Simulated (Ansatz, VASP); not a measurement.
# MoS2, level by level in two programs

```
Mo S
1.0
     3.24700    0.00000    0.00000
    -1.62350    2.81198    0.00000
     0.00000    0.00000   22.09556
Mo S
2 4
Direct
  0.33333 0.66667 0.85116
  0.66667 0.33333 0.14884
  0.66667 0.33333 0.77963
  0.33333 0.66667 0.07725
  0.66667 0.33333 0.92275
  0.33333 0.66667 0.22037
```

Single points on this cell with VASP 6.6.1 and Ansatz 0.2.0. Each row is one pair of runs. Alike in all rows: spin: off; k mesh: 10 × 10 × 2; smearing: fermi-dirac, width 0.05 eV; VASP's potentials, cutoff: VASP PAW PBE potentials, release 64 (Mo_sv, S), 520 eV; Ansatz's potentials, cutoff: Ansatz PAW, 420 eV.

```csv
level,"gap on the k mesh at the Fermi level (eV), VASP","gap on the k mesh at the Fermi level (eV), Ansatz","least direct gap on the mesh (eV), VASP","least direct gap on the mesh (eV), Ansatz","rms of the force components (eV/Å), VASP","rms of the force components (eV/Å), Ansatz"
PBE,1.31,1.30,1.74,1.74,0.326,0.322
RPBE,1.32,1.31,1.74,1.74,0.270,0.261
PBE+D3(BJ),1.31,1.30,1.74,1.74,0.351,0.347
RPBE+D3(BJ),1.32,1.31,1.74,1.74,0.639,0.630
```

Gap on the k mesh at the fermi level (eV): the two programs differ by at most 0.014; least direct gap on the mesh (eV): the two programs differ by at most 0.003; rms of the force components (eV/Å): the two programs differ by at most 0.0087.
